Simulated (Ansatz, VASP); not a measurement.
Two plane-wave programs on Al13Pt6

```xyz
38
Lattice="0.0000 -8.9196 -2.9732 2.9732 0.0000 8.9196 -8.9196 2.9732 0.0000" Properties=species:S:1:pos:R:3 pbc="T T T"
Al   -7.4519   -1.4589    1.4928
Al   -4.4818   -4.4563    1.4915
Al   -1.4589   -1.4928    1.5054
Al   -7.4355   -4.4204   -1.4866
Al   -1.4683   -4.4415    4.4415
Al    1.4804   -1.5054    4.4321
Al   -1.4909   -4.4496   -1.4896
Al   -4.4204    1.4866    1.4891
Al   -4.4568   -1.4909    4.4496
Al   -1.4764   -7.4300    1.4909
Al   -1.4831   -1.4915    7.4550
Al    1.4817   -7.4550    4.4563
Al   -4.4598    1.4841    7.3936
Al   -4.4378    1.4831    4.4549
Al   -1.4678   -1.5143    4.4536
Al   -7.4432   -4.4628    1.4823
Al   -4.4628   -1.4823    1.4968
Al    1.4909   -1.4968    7.4360
Al   -4.4992   -4.4598    4.4573
Al   -7.4513    1.4683    1.5049
Al   -1.4804   -4.4410    1.5143
Al   -1.4841   -7.4724    4.4598
Al    1.4589   -4.4536    4.4410
Al   -1.4817   -7.4110   -1.4831
Al   -4.4633   -1.4817    7.4110
Al   -4.4598   -4.4573   -1.4472
Pt   -5.9828   -2.9483    2.9660
Pt   -2.9368   -0.0249    2.9804
Pt   -0.0072   -5.9100    0.0249
Pt   -2.9505   -2.9812    5.9249
Pt    0.0072   -0.0364    5.9215
Pt   -2.9483   -2.9660    0.0364
Pt   -5.9679   -5.9691   -0.0080
Pt   -5.9713   -0.0072    5.9100
Pt   -2.9517   -5.9237    2.9812
Pt   -5.9691    0.0080    0.0215
Pt   -0.0080   -5.9249    5.9237
Pt   -8.9116   -5.9679   -2.9505
```

Change from the starting cell: Pt vacancy, atoms relaxed.

Alike in both runs: functional PBE; k mesh 3 × 3 × 3; occupations gaussian, width 0.1 eV; no spin polarisation.

Ansatz relaxed the structure, and its values are those at the end. VASP's run is a single point on that final structure, the one shown.

|  | VASP | Ansatz |
| --- | --- | --- |
| version | VASP 6.6.1 | Ansatz 0.2.0 |
| potentials or method | VASP PAW PBE potentials, release 64 (Al, Pt), cutoff 520 eV | scalar-relativistic, plane waves, PAW |
| valence electrons in the cell | 198 | 294 |

Ansatz gave:

* gap on the k mesh at the Fermi level (eV): none
* pressure (GPa): -1.3
* rms of the force components (eV/Å): 0.009

Question: Estimate VASP's values.

Answer: gap on the k mesh at the Fermi level (eV): none; pressure (GPa): -1.4; rms of the force components (eV/Å): 0.009.

A gap of «none» marks a metal or a gap that the smearing closes. VASP's potentials hold 198 valence electrons a cell and Ansatz's 294, so a difference there can come from the potentials and not from the codes. Ansatz's warnings: stress scf threshold loose.

Spin-orbit coupling is off throughout.
